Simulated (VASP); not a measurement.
# B (P1) in VASP: single point with PBE

Aim: the single point of B with PBE.

Everything below comes from runs of VASP 6.6.1. Logs are shortened: lines on timing, memory, paths and dates and some standing lists are left out, and cuts for length are marked.

## (1) The cell of the first run

The typed cell holds 8 atoms: a = 3.237 Å, b = 4.225 Å, c = 5.392 Å, α = 102.33°, β = 97.58°, γ = 106.91°.

## (2) Single point, PBE

INCAR

```
ALGO = Normal
EDIFF = 1E-6
ENCUT = 520
GGA = PE
ISIF = 2
ISMEAR = 0
LASPH = True
LCHARG = False
LREAL = False
LWAVE = False
NBANDS = 22
NELM = 60
PREC = Accurate
SIGMA = 0.1
```

KPOINTS

```
k-points
0
Gamma
  6 4 4
```

POSCAR

```
B
1.0
    3.2304591030      0.1127874290     -0.1760688469
   -1.3770744678      3.9924213396     -0.1138092289
   -0.3849082478     -1.2017451728      5.2427525572
B
8
Direct
    0.1593600186      0.3271708695      0.1391241779
    0.6727505008      0.3704813436      0.1181151067
    0.5906543748      0.6735549787      0.3604709796
    0.0770171702      0.6292352805      0.3820863597
    0.8268448970      0.3239852469      0.8108139511
    0.2546601969      0.1240267124      0.8503517577
    0.4953963819      0.8756571836      0.6496990072
    0.9233164596      0.6758883845      0.6893386602
```

Potentials or basis: VASP PAW PBE potentials, release 64 (B).

Launch:

```sh
> cat potpaw_PBE.64/B/POTCAR > POTCAR
> mpirun -np 1 vasp_std > vasp.out
```

OUTCAR:

```text
EDIFF = 1E-6
   ENCUT = 520
   GGA = PE
   ISIF = 2
   ISMEAR = 0
   LASPH = True
   LREAL = False
   NELM = 60
   PREC = Accurate

 ion  position               nearest neighbor table
   1  0.159  0.327  0.139-   2 1.63   2 1.64   6 1.72   4 1.73   3 1.77   5 1.94
   2  0.673  0.370  0.118-   1 1.63   1 1.64   4 1.72   3 1.73   6 1.74   5 1.78
   3  0.591  0.674  0.360-   4 1.63   4 1.64   7 1.72   2 1.73   1 1.77   8 1.95
   4  0.077  0.629  0.382-   3 1.63   3 1.64   2 1.72   1 1.73   7 1.74   8 1.78
   5  0.827  0.324  0.811-   8 1.71   2 1.78   6 1.83   7 1.83   6 1.86   1 1.94
   6  0.255  0.124  0.850-   1 1.72   2 1.74   7 1.76   5 1.83   8 1.83   5 1.86
   7  0.495  0.876  0.650-   3 1.72   4 1.74   6 1.76   8 1.83   5 1.83   8 1.86
   8  0.923  0.676  0.689-   5 1.71   4 1.78   7 1.83   6 1.83   7 1.86   3 1.95

  LATTYP: Found a triclinic cell.
 ALAT       =     4.5135133697
 B/A-ratio  =     1.8665840966
 C/A-ratio  =     0.7172281984
 COS(alpha) =     0.0081043489
 COS(beta)  =     0.4449548074
 COS(gamma) =     0.7120374674

  Lattice vectors:

 A1 = (   1.8533846352,   4.1052087686,  -0.2898780758)
 A2 = (   0.0914019196,   6.8958849354,   4.8390652525)
 A3 = (   3.2304591030,   0.1127874290,  -0.1760688469)

Analysis of symmetry for initial positions (statically):
=====================================================================
 Subroutine PRICEL returns:
 Original cell was already a primitive cell.

 Routine SETGRP: Setting up the symmetry group for a
 triclinic supercell.

 Subroutine GETGRP returns: Found  1 space group operations
 (whereof  1 operations were pure point group operations)
 out of a pool of  2 trial point group operations.

The static configuration has the point symmetry C_1 .

Analysis of symmetry for dynamics (positions and initial velocities):
=====================================================================
 Subroutine PRICEL returns:
 Original cell was already a primitive cell.

 Routine SETGRP: Setting up the symmetry group for a
 triclinic supercell.

 Subroutine GETGRP returns: Found  1 space group operations
 (whereof  1 operations were pure point group operations)
 out of a pool of  2 trial point group operations.

The dynamic configuration has the point symmetry C_1 .

 Subroutine INISYM returns: Found  1 space group operations
 (whereof  1 operations are pure point group operations),
 and found     1 'primitive' translations

----------------------------------------------------------------------------------------

                                     Primitive cell

  volume of cell :      67.4331

  direct lattice vectors                    reciprocal lattice vectors
     3.230459103  0.112787429 -0.176068847     0.308372450  0.107713686  0.047330004
    -1.377074468  3.992421340 -0.113809229    -0.005631163  0.250155037  0.056927182
    -0.384908248 -1.201745173  5.242752557     0.010233919  0.009047724  0.193564767

  length of vectors
     3.237219063  4.224773933  5.392476258     0.330054444  0.256612464  0.194046163

  position of ions in fractional coordinates (direct lattice)
     0.159360019  0.327170870  0.139124178
     0.672750501  0.370481344  0.118115107
     0.590654375  0.673554979  0.360470980
     0.077017170  0.629235280  0.382086360
     0.826844897  0.323985247  0.810813951
     0.254660197  0.124026712  0.850351758
     0.495396382  0.875657184  0.649699007
     0.923316460  0.675888384  0.689338660

  ion indices of the primitive-cell ions
   primitive index   ion index
                 1           1
                 2           2
                 3           3
                 4           4
                 5           5
                 6           6
                 7           7
                 8           8

----------------------------------------------------------------------------------------

 KPOINTS: k-points

Automatic generation of k-mesh.
 Grid dimensions read from file:
 generate k-points for:    6    4    4

 Generating k-lattice:

  Cartesian coordinates                     Fractional coordinates (reciprocal lattice)
     0.051395408  0.017952281  0.007888334     0.166666667 -0.000000000  0.000000000
    -0.001407791  0.062538759  0.014231795     0.000000000  0.250000000  0.000000000
     0.002558480  0.002261931  0.048391192     0.000000000  0.000000000  0.250000000

  Length of vectors
     0.055009074  0.064153116  0.048511541

  Shift w.r.t. Gamma in fractional coordinates (k-lattice)
     0.000000000  0.000000000  0.000000000

 Subroutine IBZKPT returns following result:
 ===========================================

 Found     52 irreducible k-points:

 Following reciprocal coordinates:
            Coordinates               Weight
  0.000000  0.000000  0.000000      1.000000
  0.166667 -0.000000  0.000000      2.000000
  0.333333 -0.000000 -0.000000      2.000000
  0.500000 -0.000000 -0.000000      1.000000
  0.000000  0.250000 -0.000000      2.000000
  0.166667  0.250000 -0.000000      2.000000
[... 16 lines left out ...]
  0.333333  0.250000  0.250000      2.000000
  0.500000  0.250000  0.250000      2.000000
 [... further k-points ...]
   k-points           NKPTS =     52   k-points in BZ     NKDIM =     52   number of bands    NBANDS=     22
   number of dos      NEDOS =    301   number of ions     NIONS =      8
   total plane-waves  NPLWV =  30720
   dimension x,y,z NGX =    24 NGY =   32 NGZ =   40
   dimension x,y,z NGXF=    48 NGYF=   64 NGZF=   80
   ions per type =               8
   NGX,Y,Z   is equivalent  to a cutoff of  12.33, 12.59, 12.33 a.u.
   NGXF,Y,Z  is equivalent  to a cutoff of  24.65, 25.18, 24.66 a.u.
 SYSTEM =  unknown system
   PREC   = accura    normal or accurate (medium, high low for compatibility)
   ISTART =      0    job   : 0-new  1-cont  2-samecut
   ICHARG =      2    charge: 1-file 2-atom 10-const
   ISPIN  =      1    spin polarized calculation?
   LNONCOLLINEAR =      F non collinear calculations
   LSORBIT =      F    spin-orbit coupling
   LASPH  =      T    aspherical Exc in radial PAW
   ENCUT  =  520.0 eV  38.22 Ry    6.18 a.u.   6.02  7.86 10.03*2*pi/ulx,y,z
   NELM   =     60;   NELMIN=  2; NELMDL= -5     # of ELM steps
   EDIFF  = 0.1E-05   stopping-criterion for ELM
   LREAL  =      F    real-space projection
   EDIFFG = 0.1E-04   stopping-criterion for IOM
   NSW    =      0    number of steps for IOM
   IBRION =     -1    ionic relax: 0-MD 1-quasi-New 2-CG
   NFREE  =      0    steps in history (QN), initial steepest desc. (CG)
   ISIF   =      2    stress and relaxation
   ISYM   =      2    0-nonsym 1-usesym 2-fastsym
   POTIM  = 0.5000    time-step for ionic-motion
   TEBEG  =    0.0;   TEEND  =   0.0 temperature during run
   PSTRESS=    0.0 pullay stress
   NELECT =      24.0000    total number of electrons
   NUPDOWN=      -1.0000    fix difference up-down
   EMIN   =  10.00;   EMAX   =-10.00  energy-range for DOS
   EFERMI =   0.00;   METHOD = LEGACY
   ISMEAR =     0;   SIGMA  =   0.10  broadening in eV -4-tet -1-fermi 0-gaus
   EFERMI_NEDOS =   21; number of points for ismear=-14 and -15
   IALGO  =     38    algorithm
   IMIX   =      4    mixing-type and parameters
     AMIX     =   0.40;   BMIX     =  1.00
     AMIX_MAG =   1.60;   BMIX_MAG =  1.00
  volume/ion in A,a.u.               =       8.43        56.88
  Fermi-wavevector in a.u.,A,eV,Ry     =   1.160168  2.192400 18.313303  1.345990
  Thomas-Fermi vector in A             =   2.296753
   LORBIT       =      0    0 simple, 1 ext, 2 COOP (PROOUT), +10 PAW based schemes
   GGA     = PE    functional components
   LHFCALC =     F    Hartree Fock is set to
   AEXX    =    0.0000 exact exchange contribution
   IVDW    =     0    specifies the selected vdW correction
   LEPSILON=     F    determine dielectric tensor
   LRPA    =     F    only Hartree local field effects (RPA)
 non-spin polarized calculation
 Gauss-broadening in eV      SIGMA  =   0.10
  energy-cutoff  :      520.00
  volume of cell :       67.43
 maximum number of plane-waves:      1832
   NGX = 13   NGY = 15   NGZ = 21

 number of electron      24.0000000 magnetization

 Free energy of the ion-electron system (eV)
  ---------------------------------------------------
  ext. energy  EPLUGINS =         0.00000000
  ---------------------------------------------------
  free energy    TOTEN  =       -51.11773607 eV

  energy without entropy =      -51.11151982  energy(sigma->0) =      -51.11462795

 E-fermi :   4.8201     XC(G=0): -10.6581

 val. band max:        4.7815069392   @ k =   0.5000   0.5000   0.5000
 cond. band min:       4.8284084584   @ k =   0.5000  -0.2500   0.2500
 fundamental gap:      0.0469015193
 Fermi energy:         4.8201018495

 k-point     1 :       0.0000    0.0000    0.0000
  band No.  band energies     occupation
      1     -11.0344      2.00000
      2      -7.5280      2.00000
      3      -7.3973      2.00000
      4      -2.2428      2.00000
      5      -2.1062      2.00000
      6      -0.9816      2.00000
[... 14 lines left out ...]
     21      12.1216      0.00000
     22      13.3994      0.00000

 k-point     2 :       0.1667   -0.0000    0.0000
  band No.  band energies     occupation
      1     -10.7193      2.00000
      2      -7.7117      2.00000
      3      -6.6007      2.00000
      4      -4.1004      2.00000
      5      -2.7461      2.00000
      6      -0.9347      2.00000
[... 14 lines left out ...]
     21      13.3436      0.00000
     22      14.0878      0.00000

 k-point     3 :       0.3333   -0.0000   -0.0000
  band No.  band energies     occupation
      1      -9.7851      2.00000
      2      -7.3500      2.00000
      3      -6.3089      2.00000
      4      -5.1666      2.00000
      5      -4.7306      2.00000
      6      -0.8935      2.00000
[... 14 lines left out ...]
     21      14.4804      0.00000
     22      15.1803      0.00000

 k-point     4 :       0.5000   -0.0000   -0.0000
  band No.  band energies     occupation
      1      -8.3176      2.00000
      2      -8.2314      2.00000
      3      -6.5827      2.00000
      4      -6.1312      2.00000
      5      -3.6809      2.00000
      6      -2.3129      2.00000
[... 14 lines left out ...]
     21      14.8096      0.00000
     22      15.0669      0.00000

 k-point     5 :       0.0000    0.2500   -0.0000
  band No.  band energies     occupation
      1     -10.7606      2.00000
      2      -8.5419      2.00000
      3      -6.1314      2.00000
      4      -2.6765      2.00000
      5      -2.3027      2.00000
      6      -2.1531      2.00000
[... 14 lines left out ...]
     21      12.7057      0.00000
     22      13.2155      0.00000

 k-point     6 :       0.1667    0.2500   -0.0000
  band No.  band energies     occupation
      1     -10.3035      2.00000
      2      -8.6354      2.00000
      3      -5.2406      2.00000
      4      -4.3150      2.00000
      5      -3.0358      2.00000
      6      -2.1430      2.00000
[... 14 lines left out ...]
     21      12.3573      0.00000
     22      13.5908      0.00000

 k-point     7 :       0.3333    0.2500   -0.0000
  band No.  band energies     occupation
      1      -9.3201      2.00000
      2      -8.0421      2.00000
      3      -6.5895      2.00000
      4      -4.2279      2.00000
      5      -4.0064      2.00000
      6      -1.9665      2.00000
[... 324 lines left out ...]
      6      -1.1685      2.00000
[... 14 lines left out ...]
     21      12.8673      0.00000
     22      13.9592      0.00000

 k-point    21 :       0.0000    0.2500    0.2500
  band No.  band energies     occupation
      1     -10.4077      2.00000
      2      -9.4235      2.00000
      3      -4.7956      2.00000
      4      -3.1147      2.00000
      5      -2.8990      2.00000
      6      -2.0873      2.00000
[... 14 lines left out ...]
     21      12.9328      0.00000
     22      13.5278      0.00000

 k-point    22 :       0.1667    0.2500    0.2500
  band No.  band energies     occupation
      1     -10.0533      2.00000
      2      -9.0949      2.00000
      3      -4.8590      2.00000
      4      -4.4317      2.00000
      5      -2.7992      2.00000
      6      -2.6053      2.00000
[... 14 lines left out ...]
     21      12.0122      0.00000
     22      14.0784      0.00000

 k-point    23 :       0.3333    0.2500    0.2500
  band No.  band energies     occupation
      1      -9.3012      2.00000
      2      -7.9450      2.00000
      3      -6.6423      2.00000
      4      -4.7200      2.00000
      5      -3.7089      2.00000
      6      -2.5038      2.00000
[... 14 lines left out ...]
     21      13.6194      0.00000
     22      15.4649      0.00000

 k-point    24 :       0.5000    0.2500    0.2500
  band No.  band energies     occupation
      1      -8.4407      2.00000
      2      -8.0675      2.00000
      3      -6.1478      2.00000
      4      -5.9920      2.00000
      5      -4.2439      2.00000
      6      -3.1981      2.00000
[... 14 lines left out ...]
     21      14.6150      0.00000
     22      15.7829      0.00000

 [... further k-points ...]

------------------------ aborting loop because EDIFF is reached ----------------------------------------

  FORCE on cell =-STRESS in cart. coord.  units (eV):
  Direction    XX          YY          ZZ          XY          YZ          ZX
  --------------------------------------------------------------------------------------
  -------------------------------------------------------------------------------------
  Total        0.0183737     -0.0542056      0.0402384     -0.0050327      0.0481417      0.1181566
  in kB        0.4365510     -1.2878988      0.9560440     -0.1195754      1.1438226      2.8073430
  external PRESSURE =       0.0348987 kB  Pullay stress =       0.0000000 kB

 VOLUME and BASIS-vectors are now :
 -----------------------------------------------------------------------------
  energy-cutoff  :      520.00
  volume of cell :       67.43
      direct lattice vectors                 reciprocal lattice vectors
     3.230459103  0.112787429 -0.176068847     0.308372450  0.107713686  0.047330004
    -1.377074468  3.992421340 -0.113809229    -0.005631163  0.250155037  0.056927182
    -0.384908248 -1.201745173  5.242752557     0.010233919  0.009047724  0.193564767

 POSITION                                       TOTAL-FORCE (eV/Angst)
 -----------------------------------------------------------------------------------
      0.01072      1.15699      0.66410         0.000491      0.009981     -0.001612
      1.61765      1.41305      0.45863         0.011676      0.020807     -0.010302
      0.84180      2.32254      1.70921         0.004586     -0.017363      0.004179
     -0.76477      2.06169      1.91801        -0.013916     -0.015688      0.004953
      1.91285      0.41235      4.06844         0.002192      0.016671      0.009309
      0.32457     -0.49802      4.39923         0.001919      0.004448      0.021359
      0.14444      2.77109      3.21933        -0.001106     -0.002698     -0.018839
      1.78666      1.97416      3.37454        -0.005841     -0.016157     -0.009047
 -----------------------------------------------------------------------------------
    total drift:                                0.000001      0.000000     -0.000000

  FREE ENERGIE OF THE ION-ELECTRON SYSTEM (eV)
  ---------------------------------------------------
  free  energy   TOTEN  =       -51.1177360735 eV

  energy  without entropy=      -51.1115198242  energy(sigma->0) =      -51.11462795
```

It took 43 s on 1 thread of AMD EPYC 9R45 (Zen 5), shared host; peak memory 0.16 GiB.

What came out:

| Property | Result |
| --- | --- |
| Free energy | -51.1177 eV |
| Pressure | 0.0 GPa |
| Largest force | 0.026 eV/Å |
| Band gap on the k mesh | zero (bands 12 and 13 overlap by 1.62 eV) |

Forces on the atoms (eV/Å):
```
B    0.000  0.010 -0.002
B    0.012  0.021 -0.010
B    0.005 -0.017  0.004
B   -0.014 -0.016  0.005
B    0.002  0.017  0.009
B    0.002  0.004  0.021
B   -0.001 -0.003 -0.019
B   -0.006 -0.016 -0.009
```

Caveat: the k points lie up to 0.40 Å⁻¹ apart, too coarse for converged energies and pressures of a metal.
